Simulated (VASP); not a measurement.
# H15NO6 in VASP: notebook, part 3 of 3

VASP 6.6.1. The steps go on from the part before.

## 5. Single point, PBE+D3(BJ)

INCAR

```
PREC = Accurate
ENCUT = 520
EDIFF = 1E-6
ISMEAR = -1
SIGMA = 0.05
LREAL = Auto
LASPH = True
NELM = 60
ALGO = Normal
ISIF = 2
LWAVE = False
LCHARG = True
GGA = PE
IVDW = 12
LELF = True
LVHAR = True
NBANDS = 45
```

KPOINTS

```
Automatic mesh
0
Gamma
  1 1 1
```

POSCAR

```
H15NO6
1.0
    6.0276500000      0.0000000000      0.0000000000
    0.0000000000      6.0276500000      0.0000000000
    0.0000000000      0.0000000000      6.0276500000
O H N
6 15 1
Direct
    0.2593050360      0.9028394150      0.3356531982
    0.2121556494      0.3356697884      0.8352840659
    0.3242557215      0.7479200020      0.7397907974
    0.5658258193      0.4759400430      0.2611631399
    0.8122900301      0.2484550364     -0.0302107787
    0.9051786351      0.8650634990      0.1013827943
    0.3615173409      1.0156362762      0.2817847752
    0.1326055760      0.9102220600      0.2290113062
    0.2139142120      0.4749280399      0.7602465306
    0.3026386734      0.2402926514      0.7520011945
    0.4853964646      0.7649581512      0.7742320805
    0.3122775875      0.7750284107      0.5794629748
    0.5732416448      0.6313903428      0.2963343923
    0.4718422603      0.4666661137      0.1322571815
    0.7650411023      0.3688502153      0.0690650585
    0.9599429297      0.2852853102     -0.0991099350
    0.8570338357      1.0123348237      0.0421225519
    1.0017004969      0.8108135011     -0.0167063449
    0.7311472962      0.1306313406      0.6659809378
    0.9001518005      0.0087596327      0.5094854545
    0.7030434747      0.1820775924      0.4059625227
    0.7416986720      0.0559090193      0.5105638184
```

Potentials or basis: VASP PAW PBE potentials, release 64 (O, H, N).

Started as:

```console
$ cat potpaw_PBE.64/O/POTCAR potpaw_PBE.64/H/POTCAR potpaw_PBE.64/N/POTCAR > POTCAR
$ mpirun -np 1 vasp_gam > vasp.out
```

OUTCAR:

```text
PREC = Accurate
   ENCUT = 520
   EDIFF = 1E-6
   ISMEAR = -1
   LREAL = Auto
   LASPH = True
   NELM = 60
   ISIF = 2
   GGA = PE
   IVDW = 12
 IVDW          = 12

 ion  position               nearest neighbor table
   1  0.259  0.903  0.336-   7 0.97   8 1.00
   2  0.212  0.336  0.835-  10 0.94   9 0.95
   3  0.324  0.748  0.740-  12 0.98  11 1.00
   4  0.566  0.476  0.261-  13 0.96  14 0.96
   5  0.812  0.248  0.970-  15 0.98  16 1.01
   6  0.905  0.865  0.101-  18 0.98  17 1.00
   7  0.362  0.016  0.282-   1 0.97
   8  0.133  0.910  0.229-   1 1.00
   9  0.214  0.475  0.760-   2 0.95
  10  0.303  0.240  0.752-   2 0.94
  11  0.485  0.765  0.774-   3 1.00
  12  0.312  0.775  0.579-   3 0.98
  13  0.573  0.631  0.296-   4 0.96
  14  0.472  0.467  0.132-   4 0.96
  15  0.765  0.369  0.069-   5 0.98
  16  0.960  0.285  0.901-   5 1.01
  17  0.857  0.012  0.042-   6 1.00
  18  0.002  0.811  0.983-   6 0.98
  19  0.731  0.131  0.666-  22 1.04
  20  0.900  0.009  0.509-  22 1.00
  21  0.703  0.182  0.406-  22 1.01
  22  0.742  0.056  0.511-  20 1.00  21 1.01  19 1.04

  LATTYP: Found a simple cubic cell.
 ALAT       =     6.0276500000

  Lattice vectors:

 A1 = (   6.0276500000,   0.0000000000,   0.0000000000)
 A2 = (   0.0000000000,   6.0276500000,   0.0000000000)
 A3 = (   0.0000000000,   0.0000000000,   6.0276500000)

Analysis of symmetry for initial positions (statically):
=====================================================================
 Subroutine PRICEL returns:
 Original cell was already a primitive cell.

 Routine SETGRP: Setting up the symmetry group for a
 simple cubic supercell.

 Subroutine GETGRP returns: Found  1 space group operations
 (whereof  1 operations were pure point group operations)
[... 152 lines left out ...]
     AMIX_MAG =   1.60;   BMIX_MAG =  1.00
  volume/ion in A,a.u.               =       9.95        67.18
  Fermi-wavevector in a.u.,A,eV,Ry     =   1.039097  1.963609 14.690521  1.079723
  Thomas-Fermi vector in A             =   2.173612
   LORBIT       =      0    0 simple, 1 ext, 2 COOP (PROOUT), +10 PAW based schemes
   GGA     = PE    functional components
   LHFCALC =     F    Hartree Fock is set to
   AEXX    =    0.0000 exact exchange contribution
   IVDW    =    12    specifies the selected vdW correction
   LEPSILON=     F    determine dielectric tensor
   LRPA    =     F    only Hartree local field effects (RPA)
 non-spin polarized calculation
  energy-cutoff  :      520.00
  volume of cell :      219.00
 maximum number of plane-waves:      2944
 NGX is ok and might be reduce to    48
   NGX = 23   NGY = 23   NGZ = 23

 number of electron      56.0000002 magnetization

 Free energy of the ion-electron system (eV)
  ---------------------------------------------------
  ext. energy  EPLUGINS =         0.00000000
  ---------------------------------------------------
  free energy    TOTEN  =      -106.64033841 eV

  energy without entropy =     -106.64033841  energy(sigma->0) =     -106.64033841

 E-fermi :  -1.4053     XC(G=0):  -6.7334

 val. band max:       -2.6864151680   @ k =   0.0000   0.0000   0.0000
 cond. band min:       0.9721764679   @ k =   0.0000   0.0000   0.0000
 fundamental gap:      3.6585916359
 Fermi energy:        -1.4052703623

 k-point     1 :       0.0000    0.0000    0.0000
  band No.  band energies     occupation
      1     -23.0140      2.00000
      2     -22.6882      2.00000
      3     -22.2904      2.00000
      4     -22.0174      2.00000
      5     -21.6503      2.00000
      6     -21.3523      2.00000
[... 32 lines left out ...]
     39       7.1562      0.00000
     40       7.7403      0.00000
 [bands above 40 left out]

------------------------ aborting loop because EDIFF is reached ----------------------------------------

 Edisp (eV)   -0.74782

 E8    (eV) :    -0.1526

  FORCE on cell =-STRESS in cart. coord.  units (eV):
  Direction    XX          YY          ZZ          XY          YZ          ZX
  --------------------------------------------------------------------------------------
  -------------------------------------------------------------------------------------
  Total       1.51287     5.60191     2.82054    -1.11673    -0.84430    -0.56194
  in kB      11.06800    40.98293    20.63473    -8.16987    -6.17682    -4.11107
  external pressure =       24.23 kB  Pullay stress =        0.00 kB

 VOLUME and BASIS-vectors are now :
 -----------------------------------------------------------------------------
  energy-cutoff  :      520.00
  volume of cell :      219.00
      direct lattice vectors                 reciprocal lattice vectors
     6.027650000  0.000000000  0.000000000     0.165902134  0.000000000  0.000000000
     0.000000000  6.027650000  0.000000000     0.000000000  0.165902134  0.000000000
     0.000000000  0.000000000  6.027650000     0.000000000  0.000000000  0.165902134

 POSITION                                       TOTAL-FORCE (eV/Angst)
 -----------------------------------------------------------------------------------
      1.56300      5.44200      2.02320         0.503482      0.457351     -0.313085
      1.27880      2.02330      5.03480        -1.066921     -0.408213      1.598949
      1.95450      4.50820      4.45920         1.056472     -0.152754      0.659570
      3.41060      2.86880      1.57420         0.304370     -0.671207      0.116449
      4.89620      1.49760      5.84555        -0.003456      0.419943     -0.664625
      5.45610      5.21430      0.61110         0.488643     -0.893104     -0.445406
[... 14 lines left out ...]
      4.23770      1.09750      2.44700         0.545733      0.027743     -0.380416
      4.47070      0.33700      3.07750        -1.464909      0.302862      1.929467
 -----------------------------------------------------------------------------------
    total drift:                               -0.001689     -0.003259      0.002873

  FREE ENERGIE OF THE ION-ELECTRON SYSTEM (eV)
  ---------------------------------------------------
  free  energy   TOTEN  =      -107.3881541202 eV

  energy  without entropy=     -107.3881541202  energy(sigma->0) =     -107.38815412
```

Run time: 16 s. Hardware: 1 thread of Intel Xeon 6975P-C (Granite Rapids), shared host; peak memory 0.32 GiB.

Results:

```
Free energy                : -107.3882 eV
Pressure                   : 2.4 GPa
Largest force              : 2.441 eV/Å
Band gap on the k mesh     : 3.66 eV
Dispersion energy per atom : -0.034 eV
```

Forces on the atoms (eV/Å):
```
O    0.503  0.457 -0.313
O   -1.067 -0.408  1.599
O    1.056 -0.153  0.660
O    0.304 -0.671  0.116
O   -0.003  0.420 -0.665
O    0.489 -0.893 -0.445
H    0.223 -0.112  0.364
H   -0.525 -0.321  0.352
H    0.486  1.623 -0.464
H    0.979 -1.320 -1.039
H   -1.122 -0.058 -0.371
H    0.001  0.556 -0.388
H    0.103  0.785  0.161
H   -0.740  0.024 -0.414
H    0.094 -0.080  0.216
H   -0.244  0.086  0.376
H   -0.277  0.459  0.300
H   -0.043 -0.302 -0.221
H   -0.307 -0.306 -0.536
H    1.010 -0.118 -0.836
H    0.546  0.028 -0.380
N   -1.465  0.303  1.929
```

Caveat: the k points lie up to 1.04 Å⁻¹ apart.
